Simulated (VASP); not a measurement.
# In3GeO2 (P4/mmm) in VASP: notebook

Runs on In3GeO2. Level: PBE. Tasks: single point, relaxation of cell and atoms.

All numbers are computed with VASP 6.6.1; they aren't measurements. Logs are shortened: lines on timing, memory, paths and dates and some standing lists are left out, and cuts for length are marked.

## (1) The cell of the first run

The structure is tetragonal, space group P4/mmm (No. 123). The conventional cell has a = 4.197 Å, b = 4.197 Å, c = 7.575 Å, α = 90.00°, β = 90.00°, γ = 90.00°. Within 2.8 Å of In (site symmetry 4/mmm) lie 4 O at 2.10 Å and 2 In at 2.62 Å. In (site symmetry 4mm) has 2 In at 2.33 to 2.62 Å within 3.1 Å. Within 2.8 Å of Ge (site symmetry 4/mmm) lie 4 O at 2.10 Å. O (site symmetry mmm) has 2 In at 2.10 Å and 2 Ge at 2.10 Å within 2.8 Å.

## (2) Single point, PBE

INCAR reads:

```
SYSTEM = In3GeO2
PREC = Accurate ; ENCUT = 520
EDIFF = 1E-6 ; ISMEAR = 0
SIGMA = 0.1 ; LREAL = .False.
LASPH = .True. ; NELM = 60
ALGO = Normal ; ISIF = 2
LWAVE = .False. ; LCHARG = .False.
GGA = PE ; NBANDS = 42
```

KPOINTS reads:

```
Automatic mesh
0
Gamma
  4 4 2
  0 0 0
```

POSCAR reads:

```
In3GeO2
1.0
    4.1969600200      0.0000000000      0.0000000000
    0.0000000000      4.1969600200      0.0000000000
    0.0000000000      0.0000000000      7.5747451600
In Ge O
3 1 2
Direct
    0.0000000000      0.0000000000      0.0000000000
    0.0000000000      0.0000000000      0.3461538400
    0.0000000000      0.0000000000      0.6538461600
    0.5000000000      0.5000000000      0.0000000000
    0.0000000000      0.5000000000      0.0000000000
    0.5000000000      0.0000000000      0.0000000000
```

Potentials or basis: VASP PAW PBE potentials, release 64 (In_d, Ge_d, O).

Command:

```
$ cat potpaw_PBE.64/In_d/POTCAR potpaw_PBE.64/Ge_d/POTCAR potpaw_PBE.64/O/POTCAR > POTCAR
$ mpirun -np 1 vasp_std > vasp.out
```

OUTCAR:

```text
SYSTEM = In3GeO2
   PREC = Accurate
   ENCUT = 520
   EDIFF = 1E-6
   ISMEAR = 0
   LREAL = .False.
   LASPH = .True.
   NELM = 60
   ISIF = 2
   GGA = PE

 ion  position               nearest neighbor table
   1  0.000  0.000  0.000-   5 2.10   6 2.10   5 2.10   6 2.10   2 2.62   3 2.62   4 2.97   4 2.97
                             4 2.97   4 2.97
   2  0.000  0.000  0.346-   3 2.33   1 2.62
   3  0.000  0.000  0.654-   2 2.33   1 2.62
   4  0.500  0.500  0.000-   5 2.10   6 2.10   6 2.10   5 2.10   1 2.97   1 2.97   1 2.97   1 2.97

   5  0.000  0.500  0.000-   1 2.10   4 2.10   1 2.10   4 2.10
   6  0.500  0.000  0.000-   1 2.10   4 2.10   4 2.10   1 2.10

  LATTYP: Found a simple tetragonal cell.
 ALAT       =     4.1969600200
 C/A-ratio  =     1.8048170876

  Lattice vectors:

 A1 = (   4.1969600200,   0.0000000000,   0.0000000000)
 A2 = (   0.0000000000,   4.1969600200,   0.0000000000)
 A3 = (   0.0000000000,   0.0000000000,   7.5747451600)

Analysis of symmetry for initial positions (statically):
=====================================================================
 Subroutine PRICEL returns:
 Original cell was already a primitive cell.

 Routine SETGRP: Setting up the symmetry group for a
 simple tetragonal supercell.

 Subroutine GETGRP returns: Found 16 space group operations
 (whereof 16 operations were pure point group operations)
 out of a pool of 16 trial point group operations.

The static configuration has the point symmetry D_4h.

Analysis of symmetry for dynamics (positions and initial velocities):
=====================================================================
 Subroutine PRICEL returns:
 Original cell was already a primitive cell.

 Routine SETGRP: Setting up the symmetry group for a
 simple tetragonal supercell.

 Subroutine GETGRP returns: Found 16 space group operations
 (whereof 16 operations were pure point group operations)
 out of a pool of 16 trial point group operations.

The dynamic configuration has the point symmetry D_4h.

 Subroutine INISYM returns: Found 16 space group operations
 (whereof 16 operations are pure point group operations),
 and found     1 'primitive' translations

----------------------------------------------------------------------------------------

                                     Primitive cell

  volume of cell :     133.4251

  direct lattice vectors                    reciprocal lattice vectors
     4.196960020  0.000000000  0.000000000     0.238267697  0.000000000  0.000000000
     0.000000000  4.196960020  0.000000000     0.000000000  0.238267697  0.000000000
     0.000000000  0.000000000  7.574745160     0.000000000  0.000000000  0.132017643

  length of vectors
     4.196960020  4.196960020  7.574745160     0.238267697  0.238267697  0.132017643

  position of ions in fractional coordinates (direct lattice)
     0.000000000  0.000000000  0.000000000
     0.000000000  0.000000000  0.346153840
     0.000000000  0.000000000  0.653846160
     0.500000000  0.500000000  0.000000000
     0.000000000  0.500000000  0.000000000
     0.500000000  0.000000000  0.000000000

  ion indices of the primitive-cell ions
   primitive index   ion index
                 1           1
                 2           2
                 3           3
                 4           4
                 5           5
                 6           6

----------------------------------------------------------------------------------------

 KPOINTS: Automatic mesh

Automatic generation of k-mesh.
 Grid dimensions read from file:
 generate k-points for:    4    4    2

 Generating k-lattice:

  Cartesian coordinates                     Fractional coordinates (reciprocal lattice)
     0.059566924  0.000000000  0.000000000     0.250000000  0.000000000  0.000000000
     0.000000000  0.059566924  0.000000000     0.000000000  0.250000000  0.000000000
     0.000000000  0.000000000  0.066008821     0.000000000  0.000000000  0.500000000

  Length of vectors
     0.059566924  0.059566924  0.066008821

  Shift w.r.t. Gamma in fractional coordinates (k-lattice)
     0.000000000  0.000000000  0.000000000

 Subroutine IBZKPT returns following result:
 ===========================================

 Found     12 irreducible k-points:

 Following reciprocal coordinates:
            Coordinates               Weight
  0.000000  0.000000  0.000000      1.000000
  0.250000  0.000000  0.000000      4.000000
  0.500000  0.000000  0.000000      2.000000
  0.250000  0.250000  0.000000      4.000000
  0.500000  0.250000  0.000000      4.000000
  0.500000  0.500000  0.000000      1.000000
  0.000000  0.000000  0.500000      1.000000
  0.250000  0.000000  0.500000      4.000000
  0.500000  0.000000  0.500000      2.000000
  0.250000  0.250000  0.500000      4.000000
  0.500000  0.250000  0.500000      4.000000
  0.500000  0.500000  0.500000      1.000000
   k-points           NKPTS =     12   k-points in BZ     NKDIM =     12   number of bands    NBANDS=     42
   number of dos      NEDOS =    301   number of ions     NIONS =      6
   total plane-waves  NPLWV =  57344
   dimension x,y,z NGX =    32 NGY =   32 NGZ =   56
   dimension x,y,z NGXF=    64 NGYF=   64 NGZF=  112
   ions per type =               3   1   2
   NGX,Y,Z   is equivalent  to a cutoff of  12.68, 12.68, 12.29 a.u.
   NGXF,Y,Z  is equivalent  to a cutoff of  25.35, 25.35, 24.58 a.u.
 SYSTEM =  In3GeO2
   PREC   = accura    normal or accurate (medium, high low for compatibility)
   ISTART =      0    job   : 0-new  1-cont  2-samecut
   ICHARG =      2    charge: 1-file 2-atom 10-const
   ISPIN  =      1    spin polarized calculation?
   LNONCOLLINEAR =      F non collinear calculations
   LSORBIT =      F    spin-orbit coupling
   LASPH  =      T    aspherical Exc in radial PAW
   ENCUT  =  520.0 eV  38.22 Ry    6.18 a.u.   7.80  7.80 14.08*2*pi/ulx,y,z
   NELM   =     60;   NELMIN=  2; NELMDL= -5     # of ELM steps
   EDIFF  = 0.1E-05   stopping-criterion for ELM
   LREAL  =      F    real-space projection
   EDIFFG = 0.1E-04   stopping-criterion for IOM
   NSW    =      0    number of steps for IOM
   IBRION =     -1    ionic relax: 0-MD 1-quasi-New 2-CG
   NFREE  =      0    steps in history (QN), initial steepest desc. (CG)
   ISIF   =      2    stress and relaxation
   ISYM   =      2    0-nonsym 1-usesym 2-fastsym
   POTIM  = 0.5000    time-step for ionic-motion
   TEBEG  =    0.0;   TEEND  =   0.0 temperature during run
   PSTRESS=    0.0 pullay stress
   NELECT =      65.0000    total number of electrons
   NUPDOWN=      -1.0000    fix difference up-down
   EMIN   =  10.00;   EMAX   =-10.00  energy-range for DOS
   EFERMI =   0.00;   METHOD = LEGACY
   ISMEAR =     0;   SIGMA  =   0.10  broadening in eV -4-tet -1-fermi 0-gaus
   EFERMI_NEDOS =   21; number of points for ismear=-14 and -15
   IALGO  =     38    algorithm
   IMIX   =      4    mixing-type and parameters
     AMIX     =   0.40;   BMIX     =  1.00
     AMIX_MAG =   1.60;   BMIX_MAG =  1.00
  volume/ion in A,a.u.               =      22.24       150.07
  Fermi-wavevector in a.u.,A,eV,Ry     =   1.288151  2.434252 22.576590  1.659333
  Thomas-Fermi vector in A             =   2.420122
   LORBIT       =      0    0 simple, 1 ext, 2 COOP (PROOUT), +10 PAW based schemes
   GGA     = PE    functional components
   LHFCALC =     F    Hartree Fock is set to
   AEXX    =    0.0000 exact exchange contribution
   IVDW    =     0    specifies the selected vdW correction
   LEPSILON=     F    determine dielectric tensor
   LRPA    =     F    only Hartree local field effects (RPA)
 non-spin polarized calculation
 Gauss-broadening in eV      SIGMA  =   0.10
  energy-cutoff  :      520.00
  volume of cell :      133.43
 maximum number of plane-waves:      3624
 NGX is ok and might be reduce to    32
   NGX = 15   NGY = 15   NGZ = 29

 number of electron      65.0000014 magnetization

 Free energy of the ion-electron system (eV)
  ---------------------------------------------------
  ext. energy  EPLUGINS =         0.00000000
  ---------------------------------------------------
  free energy    TOTEN  =       -20.56494399 eV

  energy without entropy =      -20.53772385  energy(sigma->0) =      -20.55133392

 E-fermi :   5.3630     XC(G=0):  -9.3327

 val. band max:        5.3562077073   @ k =   0.2500   0.2500   0.5000
 cond. band min:       5.4100235401   @ k =   0.5000   0.2500   0.0000
 fundamental gap:      0.0538158328
 Fermi energy:         5.3629967661

 k-point     1 :       0.0000    0.0000    0.0000
  band No.  band energies     occupation
      1     -19.8856      2.00000
      2     -19.8099      2.00000
      3     -19.7766      2.00000
      4     -19.7511      2.00000
      5     -19.7511      2.00000
      6     -15.2995      2.00000
[... 34 lines left out ...]
     41      11.1982      0.00000
     42      12.7240      0.00000

 k-point     2 :       0.2500    0.0000    0.0000
  band No.  band energies     occupation
      1     -19.8660      2.00000
      2     -19.7961      2.00000
      3     -19.7771      2.00000
      4     -19.7522      2.00000
      5     -19.7510      2.00000
      6     -15.0902      2.00000
[... 34 lines left out ...]
     41      11.7549      0.00000
     42      12.4382      0.00000

 k-point     3 :       0.5000    0.0000    0.0000
  band No.  band energies     occupation
      1     -19.8518      2.00000
      2     -19.7777      2.00000
      3     -19.7764      2.00000
      4     -19.7534      2.00000
      5     -19.7509      2.00000
      6     -14.8601      2.00000
[... 34 lines left out ...]
     41      11.2654      0.00000
     42      11.9712      0.00000

 k-point     4 :       0.2500    0.2500    0.0000
  band No.  band energies     occupation
      1     -19.8419      2.00000
      2     -19.7892      2.00000
      3     -19.7786      2.00000
      4     -19.7522      2.00000
      5     -19.7522      2.00000
      6     -14.8624      2.00000
[... 34 lines left out ...]
     41      11.6839      0.00000
     42      12.1016      0.00000

 k-point     5 :       0.5000    0.2500    0.0000
  band No.  band energies     occupation
      1     -19.8239      2.00000
      2     -19.7802      2.00000
      3     -19.7755      2.00000
      4     -19.7534      2.00000
      5     -19.7522      2.00000
      6     -14.6101      2.00000
[... 34 lines left out ...]
     41      11.3605      0.00000
     42      12.3297      0.00000

 k-point     6 :       0.5000    0.5000    0.0000
  band No.  band energies     occupation
      1     -19.7986      2.00000
      2     -19.7828      2.00000
      3     -19.7715      2.00000
      4     -19.7534      2.00000
      5     -19.7534      2.00000
      6     -14.3129      2.00000
[... 34 lines left out ...]
     41      11.1365      0.00000
     42      13.1535      0.00000

 k-point     7 :       0.0000    0.0000    0.5000
  band No.  band energies     occupation
      1     -19.8856      2.00000
      2     -19.8100      2.00000
      3     -19.7766      2.00000
      4     -19.7511      2.00000
      5     -19.7511      2.00000
      6     -15.2993      2.00000
[... 34 lines left out ...]
     41      13.3791      0.00000
     42      13.5526      0.00000

 k-point     8 :       0.2500    0.0000    0.5000
  band No.  band energies     occupation
      1     -19.8660      2.00000
      2     -19.7961      2.00000
      3     -19.7771      2.00000
      4     -19.7522      2.00000
      5     -19.7510      2.00000
      6     -15.0900      2.00000
[... 34 lines left out ...]
     41      12.7241      0.00000
     42      13.3531      0.00000

 k-point     9 :       0.5000    0.0000    0.5000
  band No.  band energies     occupation
      1     -19.8518      2.00000
      2     -19.7777      2.00000
      3     -19.7764      2.00000
      4     -19.7534      2.00000
      5     -19.7509      2.00000
      6     -14.8600      2.00000
[... 34 lines left out ...]
     41      12.0795      0.00000
     42      12.8233      0.00000

 k-point    10 :       0.2500    0.2500    0.5000
  band No.  band energies     occupation
      1     -19.8419      2.00000
      2     -19.7892      2.00000
      3     -19.7786      2.00000
      4     -19.7523      2.00000
      5     -19.7522      2.00000
      6     -14.8623      2.00000
[... 34 lines left out ...]
     41      11.6998      0.00000
     42      13.3288      0.00000

 k-point    11 :       0.5000    0.2500    0.5000
  band No.  band energies     occupation
      1     -19.8239      2.00000
      2     -19.7802      2.00000
      3     -19.7755      2.00000
      4     -19.7534      2.00000
      5     -19.7522      2.00000
      6     -14.6099      2.00000
[... 34 lines left out ...]
     41      10.6329      0.00000
     42      13.3248      0.00000

 k-point    12 :       0.5000    0.5000    0.5000
  band No.  band energies     occupation
      1     -19.7986      2.00000
      2     -19.7828      2.00000
      3     -19.7715      2.00000
      4     -19.7534      2.00000
      5     -19.7534      2.00000
      6     -14.3128      2.00000
[... 34 lines left out ...]
     41      10.7218      0.00000
     42      11.5618      0.00000

------------------------ aborting loop because EDIFF is reached ----------------------------------------

  FORCE on cell =-STRESS in cart. coord.  units (eV):
  Direction    XX          YY          ZZ          XY          YZ          ZX
  --------------------------------------------------------------------------------------
  -------------------------------------------------------------------------------------
  Total       12.2006538     12.2006538     23.6911651      0.0000000      0.0000000      0.0000000
  in kB      146.5061976    146.5061976    284.4849594      0.0000000      0.0000000      0.0000000
  external PRESSURE =     192.4991182 kB  Pullay stress =       0.0000000 kB

 VOLUME and BASIS-vectors are now :
 -----------------------------------------------------------------------------
  energy-cutoff  :      520.00
  volume of cell :      133.43
      direct lattice vectors                 reciprocal lattice vectors
     4.196960020  0.000000000  0.000000000     0.238267697  0.000000000  0.000000000
     0.000000000  4.196960020  0.000000000     0.000000000  0.238267697  0.000000000
     0.000000000  0.000000000  7.574745160     0.000000000  0.000000000  0.132017643

 POSITION                                       TOTAL-FORCE (eV/Angst)
 -----------------------------------------------------------------------------------
      0.00000      0.00000      0.00000         0.000000     -0.000000     -0.000000
      0.00000      0.00000      2.62203         0.000000     -0.000000     -3.473059
      0.00000      0.00000      4.95272         0.000000      0.000000      3.473059
      2.09848      2.09848      0.00000         0.000000     -0.000000     -0.000000
      0.00000      2.09848      0.00000         0.000000     -0.000000     -0.000000
      2.09848      0.00000      0.00000         0.000000     -0.000000     -0.000000
 -----------------------------------------------------------------------------------
    total drift:                                0.000000     -0.000000     -0.000000

  FREE ENERGIE OF THE ION-ELECTRON SYSTEM (eV)
  ---------------------------------------------------
  free  energy   TOTEN  =       -20.5649439932 eV

  energy  without entropy=      -20.5377238491  energy(sigma->0) =      -20.55133392
```

Run time: 42 s. Hardware: 1 thread of Intel Xeon 6975P-C (Granite Rapids), shared host; peak memory 0.25 GiB.

What came out:

| Item | Value |
| --- | --- |
| Free energy | -20.5649 eV |
| Pressure | 19.2 GPa |
| Largest force | 3.473 eV/Å |

Forces in eV/Å, atoms in the order of the input:
```
In   0.000  0.000  0.000
In   0.000  0.000 -3.473
In   0.000  0.000  3.473
Ge   0.000  0.000  0.000
O    0.000  0.000  0.000
O    0.000  0.000  0.000
```

Stress tensor (GPa, compression positive):
```
14.65  0.00  0.00
 0.00 14.65  0.00
 0.00  0.00 28.45
```

Caveat: the k points lie up to 0.41 Å⁻¹ apart; spin-orbit coupling is left out, which moves the levels of the heavy elements; an odd number of electrons without spin polarisation forces a metal; a magnetic or distorted state may lie lower.

## (3) Single point, PBE

This run uses another cell than the first one, of 29.42 Å³/atom, 1.323 times its volume.

INCAR reads:

```
PREC = Accurate
ENCUT = 520
EDIFF = 1E-7
ISMEAR = 0
SIGMA = 0.1
LREAL = False
LASPH = True
NELM = 80
ALGO = Normal
ISIF = 2
LWAVE = False
LCHARG = False
GGA = PE
NBANDS = 42
```

KPOINTS reads:

```
Automatic mesh
0
Gamma
  4 4 2
```

POSCAR reads:

```
In3GeO2
1.0
    4.4506448390      0.0000000000      0.0000000000
    0.0000000000      4.4506448390      0.0000000000
    0.0000000000      0.0000000000      8.9106992933
In Ge O
3 1 2
Direct
    0.0000000000      0.0000000000      0.0000000000
    0.0000000000      0.0000000000      0.3355033006
    0.0000000000      0.0000000000      0.6644966994
    0.5000000000      0.5000000000      0.0000000000
    0.0000000000      0.5000000000      0.0000000000
    0.5000000000      0.0000000000      0.0000000000
```

Potentials or basis: VASP PAW PBE potentials, release 64 (In_d, Ge_d, O).

Command:

```
$ cat potpaw_PBE.64/In_d/POTCAR potpaw_PBE.64/Ge_d/POTCAR potpaw_PBE.64/O/POTCAR > POTCAR
$ mpirun -np 1 vasp_std > vasp.out
```

Wall time 78 s (1 thread of Intel Xeon 6975P-C (Granite Rapids), shared host); peak memory 0.33 GiB.

It converged, with:

```yaml
Free_energy: -22.9735 eV
Pressure: 0.1 GPa
Largest_force: 0.006 eV/Å
```

Forces in eV/Å, atoms in the order of the input:
```
In   0.000  0.000  0.000
In   0.000  0.000 -0.006
In   0.000  0.000  0.006
Ge   0.000  0.000  0.000
O    0.000  0.000  0.000
O    0.000  0.000  0.000
```

Levels at points of the mesh, in eV from the Fermi level:
```tsv
k point	band 31	band 32	band 33	band 34	band 35	band 36
(0.00, 0.00, 0.00)	-3.00	-2.65	1.67	2.11	2.14	2.14
(0.50, 0.00, 0.00)	-1.42	-0.84	-0.27	0.18	2.19	2.66
(0.50, 0.50, 0.00)	-0.48	-0.48	-0.16	0.24	0.59	1.61
(0.00, 0.00, 0.50)	-3.00	-1.03	-0.12	1.68	2.08	2.08
(0.50, 0.00, 0.50)	-1.27	-0.93	-0.28	0.67	1.18	1.49
(0.50, 0.50, 0.50)	-0.69	-0.19	-0.12	-0.12	0.25	0.62
```

Caveat: spin-orbit coupling is left out, which moves the levels of the heavy elements; an odd number of electrons without spin polarisation forces a metal; a magnetic or distorted state may lie lower.

(Part 1 of 2 ends here.)
